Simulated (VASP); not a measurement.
# Ag (I4/mmm) in VASP: single point with PBE

Aim: the single point of Ag with PBE.

Program: VASP 6.6.1. These are calculated values, not measurements. Logs are shortened: lines on timing, memory, paths and dates and some standing lists are left out, and cuts for length are marked.

## (1) The cell of the first run

It takes space group I4/mmm (No. 139, tetragonal). Conventional cell: a = 2.801 Å, b = 2.801 Å, c = 4.408 Å, α = 90.00°, β = 90.00°, γ = 90.00°. Within 3.7 Å of Ag (site symmetry 4/mmm) lie 12 Ag at 2.80 to 2.96 Å.

## (2) Single point, PBE (biaxial strain in the a-b plane: -4.5 %, then relaxed in part)

INCAR

```
SYSTEM = Ag
ALGO = Fast
EDIFF = 1E-6
ENCUT = 520
GGA = PE
ISIF = 2
ISMEAR = 0
LASPH = .True.
LCHARG = .True.
LELF = .True.
LREAL = .False.
LVHAR = .True.
LWAVE = .False.
NBANDS = 18
NELM = 80
PREC = Accurate
SIGMA = 0.1
```

KPOINTS

```
k-points
0
Gamma
  18 18 12
  0 0 0
```

POSCAR

```
Ag
1.0
    1.9804304028      1.9804304028      0.0000000000
   -1.9804304028      1.9804304028      0.0000000000
    0.0000000000      0.0000000000      4.4084925049
Ag
2
Direct
    0.0000000000      0.0000000000      0.0000000000
    0.5000000000      0.5000000000      0.5000000000
```

Potentials or basis: VASP PAW PBE potentials, release 64 (Ag).

Started as:

```
> cat potpaw_PBE.64/Ag/POTCAR > POTCAR
> mpirun -np 1 vasp_std > vasp.out
```

OUTCAR:

```text
SYSTEM = Ag
   EDIFF = 1E-6
   ENCUT = 520
   GGA = PE
   ISIF = 2
   ISMEAR = 0
   LASPH = .True.
   LREAL = .False.
   NELM = 80
   PREC = Accurate

 ion  position               nearest neighbor table
   1  0.000  0.000  0.000-   2 2.96   2 2.96   2 2.96   2 2.96   2 2.96   2 2.96   2 2.96   2 2.96

   2  0.500  0.500  0.500-   1 2.96   1 2.96   1 2.96   1 2.96   1 2.96   1 2.96   1 2.96   1 2.96

  LATTYP: Found a simple tetragonal cell.
 ALAT       =     2.8007515350
 C/A-ratio  =     1.5740391284

  Lattice vectors:

 A1 = (   1.9804304028,   1.9804304028,   0.0000000000)
 A2 = (  -1.9804304028,   1.9804304028,   0.0000000000)
 A3 = (   0.0000000000,   0.0000000000,   4.4084925049)

Analysis of symmetry for initial positions (statically):
=====================================================================
 Subroutine PRICEL returns following result:

  LATTYP: Found a body centered tetragonal cell.
 ALAT       =     2.8007515350
 C/A-ratio  =     1.5740391284

  Lattice vectors:

 A1 = (   1.9804304028,   0.0000000000,  -2.2042462524)
 A2 = (  -1.9804304028,   0.0000000000,  -2.2042462524)
 A3 = (   0.0000000000,   1.9804304028,   2.2042462524)

   2 primitive cells build up your supercell.

 Routine SETGRP: Setting up the symmetry group for a
 simple tetragonal supercell.

 Subroutine GETGRP returns: Found 16 space group operations
 (whereof 16 operations were pure point group operations)
 out of a pool of 16 trial point group operations.

The static configuration has the point symmetry D_4h.

Analysis of symmetry for dynamics (positions and initial velocities):
=====================================================================
 Subroutine PRICEL returns following result:

  LATTYP: Found a body centered tetragonal cell.
 ALAT       =     2.8007515350
 C/A-ratio  =     1.5740391284

  Lattice vectors:

 A1 = (   1.9804304028,   0.0000000000,  -2.2042462524)
 A2 = (  -1.9804304028,   0.0000000000,  -2.2042462524)
 A3 = (   0.0000000000,   1.9804304028,   2.2042462524)

   2 primitive cells build up your supercell.

 Routine SETGRP: Setting up the symmetry group for a
 simple tetragonal supercell.

 Subroutine GETGRP returns: Found 16 space group operations
 (whereof 16 operations were pure point group operations)
 out of a pool of 16 trial point group operations.

The dynamic configuration has the point symmetry D_4h.

 Subroutine INISYM returns: Found 16 space group operations
 (whereof 16 operations are pure point group operations),
 and found     2 'primitive' translations
[... 85 lines left out ...]
   ISTART =      0    job   : 0-new  1-cont  2-samecut
   ICHARG =      2    charge: 1-file 2-atom 10-const
   ISPIN  =      1    spin polarized calculation?
   LNONCOLLINEAR =      F non collinear calculations
   LSORBIT =      F    spin-orbit coupling
   LASPH  =      T    aspherical Exc in radial PAW
   ENCUT  =  520.0 eV  38.22 Ry    6.18 a.u.   5.21  5.21  8.20*2*pi/ulx,y,z
   NELM   =     80;   NELMIN=  2; NELMDL= -5     # of ELM steps
   EDIFF  = 0.1E-05   stopping-criterion for ELM
   LREAL  =      F    real-space projection
[... 7 lines left out ...]
   TEBEG  =    0.0;   TEEND  =   0.0 temperature during run
   PSTRESS=    0.0 pullay stress
   NELECT =      22.0000    total number of electrons
   NUPDOWN=      -1.0000    fix difference up-down
   EMIN   =  10.00;   EMAX   =-10.00  energy-range for DOS
   EFERMI =   0.00;   METHOD = LEGACY
   ISMEAR =     0;   SIGMA  =   0.10  broadening in eV -4-tet -1-fermi 0-gaus
   EFERMI_NEDOS =   21; number of points for ismear=-14 and -15
   IALGO  =     68    algorithm
   IMIX   =      4    mixing-type and parameters
     AMIX     =   0.40;   BMIX     =  1.00
     AMIX_MAG =   1.60;   BMIX_MAG =  1.00
  volume/ion in A,a.u.               =      17.29       116.68
  Fermi-wavevector in a.u.,A,eV,Ry     =   1.408000  2.660734 26.973058  1.982464
  Thomas-Fermi vector in A             =   2.530202
   LORBIT       =      0    0 simple, 1 ext, 2 COOP (PROOUT), +10 PAW based schemes
   GGA     = PE    functional components
   LHFCALC =     F    Hartree Fock is set to
   AEXX    =    0.0000 exact exchange contribution
   IVDW    =     0    specifies the selected vdW correction
   LEPSILON=     F    determine dielectric tensor
   LRPA    =     F    only Hartree local field effects (RPA)
 non-spin polarized calculation
 RMM-DIIS sequential band-by-band and
 Gauss-broadening in eV      SIGMA  =   0.10
  energy-cutoff  :      520.00
  volume of cell :       34.58
 maximum number of plane-waves:       960
 NGX is ok and might be reduce to    24
   NGX = 11   NGY = 11   NGZ = 17

 number of electron      22.0000007 magnetization

 Free energy of the ion-electron system (eV)
  ---------------------------------------------------
  ext. energy  EPLUGINS =         0.00000000
  ---------------------------------------------------
  free energy    TOTEN  =        -5.38752405 eV

  energy without entropy =       -5.38436572  energy(sigma->0) =       -5.38594489

 E-fermi :   8.2486     XC(G=0): -12.1247

 val. band max:        8.2445108685   @ k =   0.2778   0.2222   0.4167
 cond. band min:       8.2591009192   @ k =   0.2778   0.1111   0.3333
 fundamental gap:      0.0145900507
 Fermi energy:         8.2485930334

 k-point     1 :       0.0000    0.0000    0.0000
  band No.  band energies     occupation
      1       0.5748      2.00000
      2       1.8649      2.00000
      3       1.9685      2.00000
      4       3.0292      2.00000
      5       3.7388      2.00000
      6       3.7388      2.00000
[... 481 lines left out ...]
      5       3.2883      2.00000
      6       3.4992      2.00000
[... 10 lines left out ...]
     17      21.1588      0.00000
     18      26.5074      0.00000

 [... further k-points ...]

------------------------ aborting loop because EDIFF is reached ----------------------------------------

  FORCE on cell =-STRESS in cart. coord.  units (eV):
  Direction    XX          YY          ZZ          XY          YZ          ZX
  --------------------------------------------------------------------------------------
  -------------------------------------------------------------------------------------
  Total        1.1638301      1.1638301     -0.0097932      0.0000000     -0.0000000      0.0000000
  in kB       53.9213659     53.9213659     -0.4537277      0.0000000     -0.0000000      0.0000000
  external PRESSURE =      35.7963347 kB  Pullay stress =       0.0000000 kB

 VOLUME and BASIS-vectors are now :
 -----------------------------------------------------------------------------
  energy-cutoff  :      520.00
  volume of cell :       34.58
      direct lattice vectors                 reciprocal lattice vectors
     1.980430403  1.980430403  0.000000000     0.252470372  0.252470372  0.000000000
    -1.980430403  1.980430403  0.000000000    -0.252470372  0.252470372  0.000000000
     0.000000000  0.000000000  4.408492505     0.000000000  0.000000000  0.226834910

 POSITION                                       TOTAL-FORCE (eV/Angst)
 -----------------------------------------------------------------------------------
      0.00000      0.00000      0.00000         0.000000      0.000000     -0.000000
      0.00000      1.98043      2.20425        -0.000000     -0.000000      0.000000
 -----------------------------------------------------------------------------------
    total drift:                               -0.000000      0.000000     -0.000000

  FREE ENERGIE OF THE ION-ELECTRON SYSTEM (eV)
  ---------------------------------------------------
  free  energy   TOTEN  =        -5.3875240480 eV

  energy  without entropy=       -5.3843657232  energy(sigma->0) =       -5.38594489
```

Wall time 2.2 min (1 thread of Intel Xeon Platinum 8175M at 2.50GHz (Skylake/Cascade Lake), shared host); peak memory 0.31 GiB.

What came out:

* Free energy: -5.3875 eV
* Pressure: 3.6 GPa
* Band gap on the k mesh: zero (band 11 reaches 14.18 eV, above the bottom of band 12 at 5.04 eV)

Stress tensor (GPa, compression positive):
```
 5.39  0.00  0.00
 0.00  5.39  0.00
 0.00  0.00 -0.05
```

Caveat: the cell differs from its parent crystal (biaxial strain in the a-b plane: -4.5 %, then relaxed in part).
